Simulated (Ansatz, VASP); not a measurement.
PtS2 in VASP and in Ansatz

```
CELL_PARAMETERS angstrom
3.82700 0.00000 0.00000
-1.91350 3.31428 0.00000
0.00000 0.00000 6.49664
ATOMIC_POSITIONS crystal
Pt 0.00000 0.00000 0.00000
S 0.33333 0.66667 0.16830
S 0.66667 0.33333 0.83170
```

Alike in both runs: functional PBE; k mesh 9 × 9 × 4; occupations gaussian, width 0.05 eV; no spin polarisation.

Ansatz relaxed the structure, and its values are those at the end. VASP's run is a single point on that final structure, the one shown.

|  | VASP | Ansatz |
| --- | --- | --- |
| version | VASP 6.6.1 | Ansatz 0.2.0 |
| potentials or method | VASP PAW PBE potentials, release 64 (Pt, S), cutoff 520 eV | scalar-relativistic, plane waves, PAW |
| valence electrons in the cell | 22 | 30 |

```tsv
	VASP	Ansatz	Ansatz less VASP
gap on the k mesh at the Fermi level (eV)	1.17	1.17	+0.004
least direct gap on the mesh (eV)	1.23	1.23	0.000
pressure (GPa)	-6.6	-6.3	+0.25
rms of the force components (eV/Å)	0.012	0.001	-0.0108
```

VASP's potentials hold 22 valence electrons a cell and Ansatz's 30, so a difference there can come from the potentials and not from the codes. Ansatz's warnings: stress scf threshold loose.

Neither program's run includes spin-orbit coupling.
